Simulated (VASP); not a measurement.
# Se (P3_121) in VASP: further runs

Aim: see how the results for Se move with the level of theory and the settings. Levels: PBE, LDA. Tasks: single point.

Everything below comes from runs of VASP 6.6.1. Logs are shortened: lines on timing, memory, paths and dates and some standing lists are left out, and cuts for length are marked.

### Step 1. The cell of the first run

Symmetry: P3_121, No. 152, trigonal system. Conventional cell: a = 4.117 Å, b = 4.117 Å, c = 5.118 Å, α = 90.00°, β = 90.00°, γ = 120.00°. Se (site symmetry 2) has 2 Se at 2.43 Å within 3.2 Å.

### Step 2. Single point, PBE

File INCAR:

```
ALGO = Normal
EDIFF = 1E-6
ENCUT = 520
GGA = PE
ISIF = 2
ISMEAR = -1
LASPH = T
LCHARG = F
LREAL = F
LWAVE = F
NBANDS = 16
NELM = 100
PREC = Accurate
SIGMA = 0.05
```

File KPOINTS:

```
k-points
0
Gamma
  7 7 6
```

File POSCAR:

```
Se
1.0
    4.1165369559      0.0000000000      0.0000000000
   -2.0582684779      3.5650255794      0.0000000000
    0.0000000000      0.0000000000      5.1181303765
Se
3
Direct
    0.7563910562      0.7563910562      0.0000000000
    0.0000000000      0.2436089438      0.6666666667
    0.2436089438      0.0000000000      0.3333333333
```

Potentials or basis: VASP PAW PBE potentials, release 64 (Se).

The run is started by

```console
$ cat potpaw_PBE.64/Se/POTCAR > POTCAR
$ mpirun -np 1 vasp_std > vasp.out
```

OUTCAR:

```text
EDIFF = 1E-6
   ENCUT = 520
   GGA = PE
   ISIF = 2
   ISMEAR = -1
   LASPH = T
   LREAL = F
   NELM = 100
   PREC = Accurate

 ion  position               nearest neighbor table
   1  0.756  0.756  0.000-   2 2.43   3 2.43
   2  0.000  0.244  0.667-   1 2.43   3 2.43
   3  0.244  0.000  0.333-   1 2.43   2 2.43

  LATTYP: Found a hexagonal cell.
 ALAT       =     4.1165369559
 C/A-ratio  =     1.2433097119

  Lattice vectors:

 A1 = (   4.1165369559,   0.0000000000,   0.0000000000)
 A2 = (  -2.0582684779,   3.5650255794,   0.0000000000)
 A3 = (   0.0000000000,   0.0000000000,   5.1181303765)

Analysis of symmetry for initial positions (statically):
=====================================================================
 Subroutine PRICEL returns:
 Original cell was already a primitive cell.

 Routine SETGRP: Setting up the symmetry group for a
 hexagonal supercell.

 Subroutine GETGRP returns: Found  6 space group operations
 (whereof  2 operations were pure point group operations)
 out of a pool of 24 trial point group operations.

The static configuration has the point symmetry C_2 .
 The point group associated with its full space group is D_3 .

Analysis of symmetry for dynamics (positions and initial velocities):
=====================================================================
 Subroutine PRICEL returns:
 Original cell was already a primitive cell.

 Routine SETGRP: Setting up the symmetry group for a
 hexagonal supercell.

 Subroutine GETGRP returns: Found  6 space group operations
 (whereof  2 operations were pure point group operations)
 out of a pool of 24 trial point group operations.

The dynamic configuration has the point symmetry C_2 .
 The point group associated with its full space group is D_3 .

 Subroutine INISYM returns: Found  6 space group operations
 (whereof  2 operations are pure point group operations),
 and found     1 'primitive' translations

----------------------------------------------------------------------------------------

                                     Primitive cell

  volume of cell :      75.1114

[... 85 lines left out ...]
   LNONCOLLINEAR =      F non collinear calculations
   LSORBIT =      F    spin-orbit coupling
   LASPH  =      T    aspherical Exc in radial PAW
   ENCUT  =  520.0 eV  38.22 Ry    6.18 a.u.   7.65  7.65  9.52*2*pi/ulx,y,z
   NELM   =    100;   NELMIN=  2; NELMDL= -5     # of ELM steps
   EDIFF  = 0.1E-05   stopping-criterion for ELM
   LREAL  =      F    real-space projection
   EDIFFG = 0.1E-04   stopping-criterion for IOM
   NSW    =      0    number of steps for IOM
   IBRION =     -1    ionic relax: 0-MD 1-quasi-New 2-CG
   NFREE  =      0    steps in history (QN), initial steepest desc. (CG)
   ISIF   =      2    stress and relaxation
   ISYM   =      2    0-nonsym 1-usesym 2-fastsym
   POTIM  = 0.5000    time-step for ionic-motion
   TEBEG  =    0.0;   TEEND  =   0.0 temperature during run
   PSTRESS=    0.0 pullay stress
   NELECT =      18.0000    total number of electrons
   NUPDOWN=      -1.0000    fix difference up-down
   EMIN   =  10.00;   EMAX   =-10.00  energy-range for DOS
   EFERMI =   0.00;   METHOD = LEGACY
   ISMEAR =    -1;   SIGMA  =   0.05  broadening in eV -4-tet -1-fermi 0-gaus
   EFERMI_NEDOS =   21; number of points for ismear=-14 and -15
   IALGO  =     38    algorithm
   IMIX   =      4    mixing-type and parameters
     AMIX     =   0.40;   BMIX     =  1.00
     AMIX_MAG =   1.60;   BMIX_MAG =  1.00
  volume/ion in A,a.u.               =      25.04       168.96
  Fermi-wavevector in a.u.,A,eV,Ry     =   1.016866  1.921598 14.068644  1.034016
  Thomas-Fermi vector in A             =   2.150234
   LORBIT       =      0    0 simple, 1 ext, 2 COOP (PROOUT), +10 PAW based schemes
   GGA     = PE    functional components
   LHFCALC =     F    Hartree Fock is set to
   AEXX    =    0.0000 exact exchange contribution
   IVDW    =     0    specifies the selected vdW correction
   LEPSILON=     F    determine dielectric tensor
   LRPA    =     F    only Hartree local field effects (RPA)
 non-spin polarized calculation
  energy-cutoff  :      520.00
  volume of cell :       75.11
 maximum number of plane-waves:      2043
 NGX is ok and might be reduce to    32
   NGX = 15   NGY = 15   NGZ = 19

 number of electron      18.0000000 magnetization

 Free energy of the ion-electron system (eV)
  ---------------------------------------------------
  ext. energy  EPLUGINS =         0.00000000
  ---------------------------------------------------
  free energy    TOTEN  =       -10.44650471 eV

  energy without entropy =      -10.44650047  energy(sigma->0) =      -10.44650259

 E-fermi :   3.9211     XC(G=0):  -9.3191

 val. band max:        3.4549759502   @ k =   0.4286   0.1429   0.5000
 cond. band min:       4.3956393381   @ k =   0.2857   0.2857   0.5000
 fundamental gap:      0.9406633880
 Fermi energy:         3.9211291057

 k-point     1 :       0.0000    0.0000    0.0000
  band No.  band energies     occupation
      1     -12.4173      2.00000
      2      -8.4062      2.00000
      3      -8.4062      2.00000
      4      -0.1777      2.00000
      5      -0.0333      2.00000
      6      -0.0333      2.00000
[... 433 lines left out ...]
      3      -7.2098      2.00000
      4      -1.6485      2.00000
      5      -0.8641      2.00000
      6      -0.0748      2.00000
[... 8 lines left out ...]
     15      10.9845      0.00000
     16      11.9940      0.00000

 [... further k-points ...]

------------------------ aborting loop because EDIFF is reached ----------------------------------------

  FORCE on cell =-STRESS in cart. coord.  units (eV):
  Direction    XX          YY          ZZ          XY          YZ          ZX
  --------------------------------------------------------------------------------------
  -------------------------------------------------------------------------------------
  Total        0.9811116      0.9811116      1.0150682      0.0000000      0.0000000      0.0000000
  in kB       20.9277717     20.9277717     21.6520876      0.0000000      0.0000000      0.0000000
  external PRESSURE =      21.1692103 kB  Pullay stress =       0.0000000 kB

 VOLUME and BASIS-vectors are now :
 -----------------------------------------------------------------------------
  energy-cutoff  :      520.00
  volume of cell :       75.11
      direct lattice vectors                 reciprocal lattice vectors
     4.116536956  0.000000000  0.000000000     0.242922634  0.140251448  0.000000000
    -2.058268478  3.565025579  0.000000000     0.000000000  0.280502896  0.000000000
     0.000000000  0.000000000  5.118130376     0.000000000  0.000000000  0.195383847

 POSITION                                       TOTAL-FORCE (eV/Angst)
 -----------------------------------------------------------------------------------
      1.55686      2.69655      0.00000        -0.013008     -0.022531     -0.000000
     -0.50141      0.86847      3.41209        -0.013008      0.022531      0.000000
      1.00283      0.00000      1.70604         0.026017     -0.000000     -0.000000
 -----------------------------------------------------------------------------------
    total drift:                               -0.000000     -0.000001      0.000000

  FREE ENERGIE OF THE ION-ELECTRON SYSTEM (eV)
  ---------------------------------------------------
  free  energy   TOTEN  =       -10.4465047146 eV

  energy  without entropy=      -10.4465004694  energy(sigma->0) =      -10.44650259
```

stdout:

```text
POSCAR found type information on POSCAR Se
 POSCAR found :  1 types and       3 ions
 scaLAPACK will be used
 LDA part: xc-table for (Slater+PW92), standard interpolation
 POSCAR, INCAR and KPOINTS ok, starting setup
 FFT: planning ... GRIDC
 FFT: planning ... GRID_SOFT
 FFT: planning ... GRID
 WAVECAR not read
 entering main loop
```

It took 31 s on 1 thread of Intel Xeon Platinum 8259CL at 2.50GHz (Skylake/Cascade Lake), shared host; peak memory 0.2 GiB.

Results:

| Quantity | Value |
| --- | --- |
| Free energy | -10.4465 eV |
| Pressure | 2.1 GPa |
| Largest force | 0.026 eV/Å |
| Band gap on the k mesh | 0.94 eV, indirect (least direct gap 1.22 eV) |

Forces on the atoms (eV/Å):
```
Se  -0.013 -0.023  0.000
Se  -0.013  0.023  0.000
Se   0.026  0.000  0.000
```

A k mesh can miss the band edges. PBE gaps usually lie below the measured ones, often by a third to a half.

(Continued in part 2 of 2.)
